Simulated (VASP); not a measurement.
Wanted: the native input for a VASP 6.6.1 run.

- Task: single point
- Functional: PBEsol
- Potentials or basis: VASP PAW PBE potentials, release 64 (Au)
- Cutoff: 520 eV
- k mesh: 22 × 22 × 22
- Occupations: gaussian, width 0.15 eV
- Spin: no spin polarisation
- Dipole correction: no
- Further INCAR settings: ALGO = Fast; EDIFF = 1e-07; NBANDS = 12

The structure of Au lies in POSCAR:

```
Au
1.0
   -0.8769168513      1.7538337027      1.7538337027
    1.7538337027     -0.8769168513      1.7538337027
    1.7538337027      1.7538337027     -0.8769168513
Au
1
Direct
    0.0000000000      0.0000000000      0.0000000000
```

This isn't the form of Au at room conditions, which is fcc.

This cell differs from its parent crystal: ratio of the length along [111] to the lengths across it x 2.0, volume and fractional coordinates fixed.

The input as run:

INCAR

```
PREC = Accurate
ENCUT = 520
EDIFF = 1E-7
ISMEAR = 0
SIGMA = 0.15
LREAL = F
LASPH = T
NELM = 80
ALGO = Fast
ISIF = 2
LWAVE = F
LCHARG = F
GGA = PS
NBANDS = 12
```

KPOINTS

```
Automatic mesh
0
Gamma
  22 22 22
```

Potentials or basis: VASP PAW PBE potentials, release 64 (Au).

Launch:

```bash
$ cat potpaw_PBE.64/Au/POTCAR > POTCAR
$ mpirun -np 1 vasp_std > vasp.out
```

Results of the run:

```yaml
Pressure: 11.2 GPa
Band_gap_on_the_k_mesh: zero (an odd number of electrons rules out a gap without spin polarisation)
```

Caveat: the cell stands under pressure; the PAW data sets were made with another functional, which shifts forces and pressure a little; spin-orbit coupling is left out, which moves the levels of the heavy elements.

It took 78 s on 1 thread of Intel Xeon 8259CL (shared host), peak memory 0.19 GiB.
